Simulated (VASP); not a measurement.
Wanted: the native input for a VASP 6.6.1 run.

| Item | Value |
| --- | --- |
| Task | single point |
| Functional | PBE0 |
| Potentials or basis | VASP PAW PBE potentials, release 64 (Te, Cd) |
| Cutoff | 520 eV |
| k mesh | 4 × 4 × 4 |
| Occupations | fermi-dirac, width 0.05 eV |
| Spin | no spin polarisation |
| Dipole correction | no |
| Grid for exact exchange (PRECFOCK) | Normal |
| Further INCAR settings | ALGO = Normal; EDIFF = 1e-07; NBANDS = 16 |

The system is CdTe.

```xyz
2
Lattice="0.0000 3.1835 3.1835 3.1835 0.0000 3.1835 3.1835 3.1835 0.0000" Properties=species:S:1:pos:R:3 pbc="T T T"
Te    4.7752    4.7752    4.7752
Cd    0.0000    0.0000    0.0000
```

These files were run (other wordings do the same):

POSCAR

```
CdTe
1.0
    0.0000000000      3.1834892848      3.1834892848
    3.1834892848      0.0000000000      3.1834892848
    3.1834892848      3.1834892848      0.0000000000
Te Cd
1 1
Direct
    0.7500000000      0.7500000000      0.7500000000
    0.0000000000      0.0000000000      0.0000000000
```

INCAR.step1

```
  PREC = Accurate
  ENCUT = 520
  EDIFF = 1E-5
  ISMEAR = -1
  SIGMA = 0.05
  LREAL = F
  LASPH = T
  NELM = 100
  ALGO = Normal
  ISIF = 2
  LWAVE = T
  GGA = PE
  NBANDS = 16
```

INCAR.step2

```
  PREC = Accurate
  ENCUT = 520
  EDIFF = 1E-7
  ISMEAR = -1
  SIGMA = 0.05
  LREAL = F
  LASPH = T
  NELM = 100
  ALGO = Normal
  ISIF = 2
  LWAVE = F
  LCHARG = T
  GGA = PE
  LHFCALC = T
  AEXX = 0.25
  PRECFOCK = Normal
  LELF = T
  LVHAR = T
  ISTART = 1
  NBANDS = 16
```

KPOINTS

```
regular mesh
0
Gamma
  4 4 4
```

Potentials or basis: VASP PAW PBE potentials, release 64 (Te, Cd).

Command:

```bash
$ cat potpaw_PBE.64/Te/POTCAR potpaw_PBE.64/Cd/POTCAR > POTCAR
$ cp INCAR.step1 INCAR
$ mpirun -np 1 vasp_std > vasp.out
$ cp INCAR.step2 INCAR
$ mpirun -np 1 vasp_std > vasp.out
```

It gave:

| Property | Result |
| --- | --- |
| Pressure | 4.5 GPa |
| Band gap on the k mesh | 2.43 eV, direct |

Caveat: the k points lie up to 0.43 Å⁻¹ apart; the PAW data sets were made with another functional, which shifts forces and pressure a little; spin-orbit coupling is left out, which moves the levels of the heavy elements.

Run time: 17 min on 1 thread of Intel(R) Xeon(R) Platinum 8259CL CPU @ 2.50GHz (Skylake/Cascade Lake), on a shared host, peak memory 0.21 GiB.
